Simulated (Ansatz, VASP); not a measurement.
**Two plane-wave programs on PtS2**

POSCAR

```
PtS2
1.0
    3.4953130487      0.0000000000      0.0000000000
   -1.7476565244      3.0270298944      0.0000000000
    0.0000000000      0.0000000000      4.9706997601
Pt S
1 2
Direct
    0.0000000000      0.0000000000      0.0000000000
    0.6666666667      0.3333333333      0.7730000000
    0.3333333333      0.6666666667      0.2270000000
```

Contents of INCAR.step1:

```
SYSTEM = PtS2
PREC = Accurate ; ENCUT = 520
ISMEAR = -1 ; SIGMA = 0.05
LREAL = .False. ; LASPH = .True.
NELM = 60 ; NBANDS = 18
GGA = PE ; ALGO = Normal
EDIFF = 1E-4 ; LWAVE = .True.
LCHARG = .False.
```

The input INCAR.step2:

```
SYSTEM = PtS2
PREC = Accurate ; ENCUT = 520
EDIFF = 1E-6 ; ISMEAR = -1
SIGMA = 0.05 ; LREAL = .False.
LASPH = .True. ; NELM = 60
ALGO = Normal ; ISIF = 2
LWAVE = .False. ; LCHARG = .True.
METAGGA = R2SCAN ; LMIXTAU = .True.
LELF = .True. ; LVHAR = .True.
NBANDS = 18 ; ISTART = 1
```

The input KPOINTS:

```
regular mesh
0
Gamma
  9 9 5
  0 0 0
```

input.yaml

```yaml
crystal:
  lattice:
    - [3.4953130487, 0.0, 0.0]
    - [-1.7476565244, 3.0270298944, 0.0]
    - [0.0, 0.0, 4.9706997601]
  atoms:
    - { symbol: Pt, position: [0.0, 0.0, 0.0] }
    - { symbol: S, position: [0.6666666667, 0.3333333333, 0.773] }
    - { symbol: S, position: [0.3333333333, 0.6666666667, 0.227] }
hamiltonian:
  xc: r2scan
  pseudopotentials: { kind: paw }
kpoints:
  mp_grid: { grid: [9, 9, 5] }
scf:
  occupations: { method: fermi_dirac, width: 0.05 }
output:
  forces: true
  stress: true
  eigenvalues: true
  write_density: true
  write_potential: true
  elf: true
  volumetric_format: npy
```

Alike in both runs: task single point; functional r2SCAN; k mesh 9 × 9 × 5; occupations fermi-dirac, width 0.05 eV; no spin polarisation.

|  | VASP | Ansatz |
| --- | --- | --- |
| version | VASP 6.6.1 | Ansatz 0.2.0 |
| potentials or method | VASP PAW PBE potentials, release 64 (Pt, S) | Ansatz PAW |
| plane-wave cutoff (eV) | 520 | 500 |
| valence electrons in the cell | 22 | 30 |

Ansatz gave:

- gap on the k mesh at the Fermi level (eV): 1.24
- least direct gap on the mesh (eV): 1.31
- pressure (GPa): 17.3
- traceless stress, the component that is largest in VASP (GPa): -2.17
- rms of the force components (eV/Å): 0.895

Estimate VASP's values.

gap on the k mesh at the Fermi level (eV): 1.24; least direct gap on the mesh (eV): 1.30; pressure (GPa): 17.2; traceless stress, the component that is largest in VASP (GPa): -2.21; rms of the force components (eV/Å): 0.892.

VASP's potentials were made for PBE, not for r2SCAN. Atom by atom the forces differ by 0.003 eV/Å (rms over components). VASP's potentials hold 22 valence electrons a cell and Ansatz's 30, so a difference there can come from the potentials and not from the codes.

Neither program's run includes spin-orbit coupling. Noted on Ansatz's run: odd divisions of the mesh miss points on the zone boundary, where band edges often lie, so the gap on the mesh can be too wide.
